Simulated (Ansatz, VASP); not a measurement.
InH in VASP and in Ansatz

```xyz
2
Lattice="2.8919 0.0000 0.0000 0.0000 2.8919 0.0000 0.0000 0.0000 3.7905" Properties=species:S:1:pos:R:3 pbc="T T T"
In    1.4460    1.4460    1.8953
H     0.0000    0.0000    0.0000
```

Alike in both runs: task single point; functional PBE; k mesh 6 × 6 × 6; occupations gaussian, width 0.1 eV; no spin polarisation.

|  | VASP | Ansatz |
| --- | --- | --- |
| version | VASP 6.6.1 | Ansatz 0.2.0 |
| potentials or method | VASP PAW PBE potentials, release 64 (In_d, H), cutoff 520 eV | scalar-relativistic, plane waves, PAW |
| valence electrons in the cell | 14 | 14 |

VASP gave:

```
gap on the k mesh at the Fermi level (eV)                     : none
pressure (GPa)                                                : 3.1
traceless stress, the component that is largest in VASP (GPa) : -8.29
```

Problem. What did Ansatz give for the same quantities?

Solution. gap on the k mesh at the Fermi level (eV): none; pressure (GPa): 3.2; traceless stress, the component that is largest in VASP (GPa): -8.29.

A gap of «none» marks a metal or a gap that the smearing closes.

The k mesh is coarse, so the values compare programs but aren't converged.
